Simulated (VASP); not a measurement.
# Mg (I4/mmm) in VASP: notebook, part 2 of 2

VASP 6.6.1. The steps go on from the part before.

## (4) Single point, PBE (24.81 Å³/atom)

This run uses another cell than the first one, of 24.81 Å³/atom.

Input file INCAR:

```
PREC = Accurate
ENCUT = 520
EDIFF = 1E-7
ISMEAR = 0
SIGMA = 0.15
LREAL = F
LASPH = T
NELM = 60
ALGO = Normal
ISIF = 2
LWAVE = F
LCHARG = T
GGA = PE
LELF = T
LVHAR = T
NBANDS = 7
```

Input file KPOINTS:

```
Automatic mesh
0
Gamma
  20 20 20
```

Input file POSCAR:

```
Mg
1.0
   -1.8455552300      1.8455552300      1.8213784565
    1.8455552300     -1.8455552300      1.8213784565
    1.8455552300      1.8455552300     -1.8213784565
Mg
1
Direct
    0.0000000000      0.0000000000      0.0000000000
```

Potentials or basis: VASP PAW PBE potentials, release 64 (Mg).

On the command line:

```console
cat potpaw_PBE.64/Mg/POTCAR > POTCAR
mpirun -np 1 vasp_std > vasp.out
```

OUTCAR:

```text
PREC = Accurate
   ENCUT = 520
   EDIFF = 1E-7
   ISMEAR = 0
   LREAL = F
   LASPH = T
   NELM = 60
   ISIF = 2
   GGA = PE

 ion  position               nearest neighbor table
   1  0.000  0.000  0.000-

  LATTYP: Found a body centered tetragonal cell.
 ALAT       =     3.6911104600
 C/A-ratio  =     0.9869000000

  Lattice vectors:

 A1 = (  -1.8455552300,   1.8455552300,   1.8213784565)
 A2 = (   1.8455552300,  -1.8455552300,   1.8213784565)
 A3 = (   1.8455552300,   1.8455552300,  -1.8213784565)

Analysis of symmetry for initial positions (statically):
=====================================================================
 Subroutine PRICEL returns:
 Original cell was already a primitive cell.

 Routine SETGRP: Setting up the symmetry group for a
 body centered tetragonal supercell.

 Subroutine GETGRP returns: Found 16 space group operations
 (whereof 16 operations were pure point group operations)
 out of a pool of 16 trial point group operations.

The static configuration has the point symmetry D_4h.

[... 152 lines left out ...]
  ext. energy  EPLUGINS =         0.00000000
  ---------------------------------------------------
  free energy    TOTEN  =        -1.46436026 eV

  energy without entropy =       -1.45936002  energy(sigma->0) =       -1.46186014

 E-fermi :   2.2752     XC(G=0):  -8.2573

 val. band max:        2.2644971543   @ k =  -0.2500  -0.4000   0.0500
 cond. band min:       2.2756439080   @ k =   0.4500  -0.0000   0.0000
 fundamental gap:      0.0111467537
 Fermi energy:         2.2751935757

 k-point     1 :       0.0000    0.0000    0.0000
  band No.  band energies     occupation
      1      -4.3596      2.00000
      2      14.5932      0.00000
      3      14.8422      0.00000
      4      14.8422      0.00000
      5      16.2998      0.00000
      6      16.2998      0.00000
      7      16.4362      0.00000
[... 221 lines left out ...]
 k-point    24 :      -0.3500    0.0500   -0.0000
  band No.  band energies     occupation
      1      -1.9781      2.00000
      2       5.5240      0.00000
      3      10.3053      0.00000
      4      11.4869      0.00000
      5      12.8414      0.00000
      6      14.2733      0.00000
      7      18.3019      0.00000

 [... further k-points ...]
[... 5 lines left out ...]
  --------------------------------------------------------------------------------------
  -------------------------------------------------------------------------------------
  Total       -0.3844586     -0.3844586     -0.3899340      0.0000000      0.0000000      0.0000000
  in kB      -24.8225194    -24.8225194    -25.1760370      0.0000000      0.0000000      0.0000000
  external PRESSURE =     -24.9403586 kB  Pullay stress =       0.0000000 kB

 VOLUME and BASIS-vectors are now :
 -----------------------------------------------------------------------------
  energy-cutoff  :      520.00
  volume of cell :       24.81
      direct lattice vectors                 reciprocal lattice vectors
    -1.845555230  1.845555230  1.821378456     0.000000000  0.270921180  0.274517357
     1.845555230 -1.845555230  1.821378456     0.270921180  0.000000000  0.274517357
     1.845555230  1.845555230 -1.821378456     0.270921180  0.270921180  0.000000000

 POSITION                                       TOTAL-FORCE (eV/Angst)
 -----------------------------------------------------------------------------------
      0.00000      0.00000      0.00000         0.000000     -0.000000      0.000000
 -----------------------------------------------------------------------------------
    total drift:                                0.000000      0.000000      0.000000

  FREE ENERGIE OF THE ION-ELECTRON SYSTEM (eV)
  ---------------------------------------------------
  free  energy   TOTEN  =        -1.4643602649 eV

  energy  without entropy=       -1.4593600219  energy(sigma->0) =       -1.46186014
```

OSZICAR:

```text
N       E                     dE             d eps       ncg     rms          rms(c)
DAV:   1    -0.822193570989E+00   -0.82219E+00   -0.74550E+02  9534   0.189E+02
DAV:   2    -0.146990931029E+01   -0.64772E+00   -0.61485E+00 11620   0.106E+01
DAV:   3    -0.147254112798E+01   -0.26318E-02   -0.26309E-02 11207   0.771E-01
DAV:   4    -0.147254661063E+01   -0.54826E-05   -0.54824E-05 13020   0.267E-02
DAV:   5    -0.147254662603E+01   -0.15400E-07   -0.15722E-07 11403   0.940E-04    0.685E-01
DAV:   6    -0.146883752422E+01    0.37091E-02   -0.42308E-04 10031   0.144E-01    0.440E-01
DAV:   7    -0.146435247550E+01    0.44850E-02   -0.19340E-03  9240   0.258E-01    0.264E-02
DAV:   8    -0.146436134506E+01   -0.88696E-05   -0.10956E-05 13601   0.203E-02    0.619E-03
DAV:   9    -0.146436049627E+01    0.84879E-06   -0.84596E-07 10087   0.369E-03    0.417E-04
DAV:  10    -0.146436037587E+01    0.12040E-06   -0.51876E-09 10647   0.399E-04    0.191E-04
DAV:  11    -0.146436026798E+01    0.10789E-06   -0.63304E-10  5341   0.160E-04    0.739E-06
DAV:  12    -0.146436026486E+01    0.31177E-08   -0.20073E-11  5222   0.231E-05
   1 F= -.14643603E+01 E0= -.14618601E+01  d E =-.500024E-02
```

stdout:

```text
POSCAR found type information on POSCAR Mg
 POSCAR found :  1 types and       1 ions
 scaLAPACK will be used
 LDA part: xc-table for (Slater+PW92), standard interpolation
 POSCAR, INCAR and KPOINTS ok, starting setup
 FFT: planning ... GRIDC
 FFT: planning ... GRID_SOFT
 FFT: planning ... GRID
 WAVECAR not read
 entering main loop
```

Wall time 21 s (1 thread of Intel Xeon 6975P-C (Granite Rapids), shared host); peak memory 0.23 GiB.

What came out:

```yaml
Free_energy: -1.4644 eV
Pressure: -2.5 GPa
Band_gap_on_the_k_mesh: zero (bands 1 and 2 overlap by 4.53 eV)
```

Levels at points of the mesh, in eV from the Fermi level:
| k point | band 1 | band 2 | band 3 | band 4 | band 5 |
| --- | --- | --- | --- | --- | --- |
| (0.00, 0.00, 0.00) | -6.63 | 12.32 | 12.57 | 12.57 | 14.02 |
| (0.50, 0.00, 0.00) | -1.37 | -0.92 | 8.26 | 8.66 | 9.59 |
| (0.50, 0.50, 0.00) | -1.43 | -1.01 | 8.48 | 8.86 | 9.83 |
| (0.50, 0.50, 0.50) | 3.52 | 3.52 | 3.81 | 3.90 | 4.01 |

## (5) Single point, PBE (24.82 Å³/atom)

This run uses another cell than the first one, of 24.82 Å³/atom.

Input file INCAR:

```
ALGO = Normal ; EDIFF = 1E-6
ENCUT = 520 ; GGA = PE
ISIF = 2 ; ISMEAR = 0
LASPH = T ; LCHARG = F
LREAL = F ; LWAVE = F
NBANDS = 7 ; NELM = 60
PREC = Accurate ; SIGMA = 0.15
```

Input file KPOINTS:

```
k-points
0
Gamma
  20 20 20
```

Input file POSCAR:

```
Mg
1.0
   -1.8086233979      1.8086233979      1.8965224950
    1.8086233979     -1.8086233979      1.8965224950
    1.8086233979      1.8086233979     -1.8965224950
Mg
1
Direct
    0.0000000000      0.0000000000      0.0000000000
```

Potentials or basis: VASP PAW PBE potentials, release 64 (Mg).

On the command line:

```console
cat potpaw_PBE.64/Mg/POTCAR > POTCAR
mpirun -np 1 vasp_std > vasp.out
```

OUTCAR:

```text
EDIFF = 1E-6
   ENCUT = 520
   GGA = PE
   ISIF = 2
   ISMEAR = 0
   LASPH = T
   LREAL = F
   NELM = 60
   PREC = Accurate

 ion  position               nearest neighbor table
   1  0.000  0.000  0.000-

  LATTYP: Found a body centered tetragonal cell.
 ALAT       =     3.6172467958
 C/A-ratio  =     1.0486000000

  Lattice vectors:

 A1 = (  -1.8086233979,   1.8086233979,   1.8965224950)
 A2 = (   1.8086233979,  -1.8086233979,   1.8965224950)
 A3 = (   1.8086233979,   1.8086233979,  -1.8965224950)

Analysis of symmetry for initial positions (statically):
[... 411 lines left out ...]
      2       5.2965      0.00000
      3      10.7805      0.00000
      4      11.5644      0.00000
      5      13.3534      0.00000
      6      14.2780      0.00000
      7      17.3327      0.00000

 [... further k-points ...]
[... 5 lines left out ...]
  --------------------------------------------------------------------------------------
  -------------------------------------------------------------------------------------
  Total       -0.3880128     -0.3880128     -0.3693887      0.0000000      0.0000000      0.0000000
  in kB      -25.0519958    -25.0519958    -23.8495317      0.0000000      0.0000000      0.0000000
  external PRESSURE =     -24.6511744 kB  Pullay stress =       0.0000000 kB

 VOLUME and BASIS-vectors are now :
 -----------------------------------------------------------------------------
  energy-cutoff  :      520.00
  volume of cell :       24.82
      direct lattice vectors                 reciprocal lattice vectors
    -1.808623398  1.808623398  1.896522495     0.000000000  0.276453352  0.263640427
     1.808623398 -1.808623398  1.896522495     0.276453352  0.000000000  0.263640427
     1.808623398  1.808623398 -1.896522495     0.276453352  0.276453352  0.000000000

 POSITION                                       TOTAL-FORCE (eV/Angst)
 -----------------------------------------------------------------------------------
      0.00000      0.00000      0.00000         0.000000     -0.000000      0.000000
 -----------------------------------------------------------------------------------
    total drift:                                0.000000      0.000000      0.000000

  FREE ENERGIE OF THE ION-ELECTRON SYSTEM (eV)
  ---------------------------------------------------
  free  energy   TOTEN  =        -1.4645245638 eV

  energy  without entropy=       -1.4594009832  energy(sigma->0) =       -1.46196277
```

OSZICAR:

```text
N       E                     dE             d eps       ncg     rms          rms(c)
DAV:   1    -0.847375301780E+00   -0.84738E+00   -0.75556E+02  9597   0.192E+02
DAV:   2    -0.147014935022E+01   -0.62277E+00   -0.59617E+00 11872   0.106E+01
DAV:   3    -0.147262975894E+01   -0.24804E-02   -0.24796E-02 11011   0.755E-01
DAV:   4    -0.147263462726E+01   -0.48683E-05   -0.48682E-05 13076   0.257E-02
DAV:   5    -0.147263463819E+01   -0.10931E-07   -0.11208E-07 11144   0.851E-04    0.684E-01
DAV:   6    -0.146896111663E+01    0.36735E-02   -0.42580E-04 10108   0.143E-01    0.439E-01
DAV:   7    -0.146451653493E+01    0.44446E-02   -0.19363E-03  9261   0.257E-01    0.263E-02
DAV:   8    -0.146452537162E+01   -0.88367E-05   -0.11165E-05 13496   0.204E-02    0.616E-03
DAV:   9    -0.146452456377E+01    0.80785E-06   -0.83541E-07 10122   0.368E-03
   1 F= -.14645246E+01 E0= -.14619628E+01  d E =-.512358E-02
```

Wall time 17 s (1 thread of Intel Xeon 6975P-C (Granite Rapids), shared host); peak memory 0.23 GiB.

What came out:

```yaml
Free_energy: -1.4645 eV
Pressure: -2.5 GPa
Band_gap_on_the_k_mesh: zero (bands 1 and 2 overlap by 4.05 eV)
```

Stress tensor (GPa, compression positive):
```
-2.51  0.00  0.00
 0.00 -2.51  0.00
 0.00  0.00 -2.38
```

## (6) Overview

| cell | gap on the mesh (eV) | pressure (GPa) |
| --- | --- | --- |
| a = 3.156 Å, angles 109.1, 109.1, 110.2°, 1 atom | none | -1.8 |
| a = 3.158 Å, angles 110.8, 110.8, 106.9°, 1 atom | none | -1.8 |
| a = 3.183 Å, angles 109.1, 109.1, 110.2°, 1 atom | none | -2.5 |
| a = 3.184 Å, angles 110.8, 110.8, 106.9°, 1 atom | none | -2.5 |

Alike in all rows: task single point; level PBE; potentials or basis VASP PAW PBE potentials, release 64 (Mg); no spin polarisation; k mesh 20 × 20 × 20; cutoff (eV) 520; smearing gaussian 0.15 eV.

Absolute energies hang on the potentials; compare differences alone.
